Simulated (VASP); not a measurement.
Runs of VASP 6.6.1 on Ru. The structure is that of space group P6_3/mmc (No. 194), or close to it. The cells are those of the table. 

```csv
cell,k mesh,gap on the mesh (eV),pressure (GPa)
"a = 2.694, b = 2.694, c = 4.255 Å, angles 90.0, 90.0, 120.0°, 2 atoms",18 × 18 × 10,none,4.6
"a = 2.681, b = 2.681, c = 4.237 Å, angles 90.0, 90.0, 120.0°, 2 atoms",18 × 18 × 10,none,(a)
"a = 2.583, b = 2.583, c = 4.099 Å, angles 90.0, 90.0, 120.0°, 2 atoms",18 × 18 × 10,none,62.7
"a = 2.702, b = 2.702, c = 4.266 Å, angles 90.0, 90.0, 120.0°, 2 atoms",18 × 18 × 10,none,(b)
"a = 2.708, b = 2.708, c = 4.268 Å, angles 90.0, 90.0, 120.0°, 2 atoms",6 × 6 × 4,none,0.9
```

Alike in all rows: task single point; level r2SCAN; potentials or basis VASP PAW PBE potentials, release 64 (Ru_pv); no spin polarisation; cutoff (eV) 520; smearing gaussian 0.1 eV.

Estimate the missing entries.

(a) 9.7; (b) 1.5.

Caveats: some runs use coarse meshes; the PAW data sets were made with another functional, which shifts forces and pressure a little; the cell stands under pressure (at least some runs); an empty level that is flat over the whole mesh can mark a ghost state of the potentials, or a narrow d or f band (at least some runs).

A k mesh can miss the band edges, and the runs leave out spin-orbit coupling on Ru.

A gap of «none» marks levels without a gap at the run's occupations.
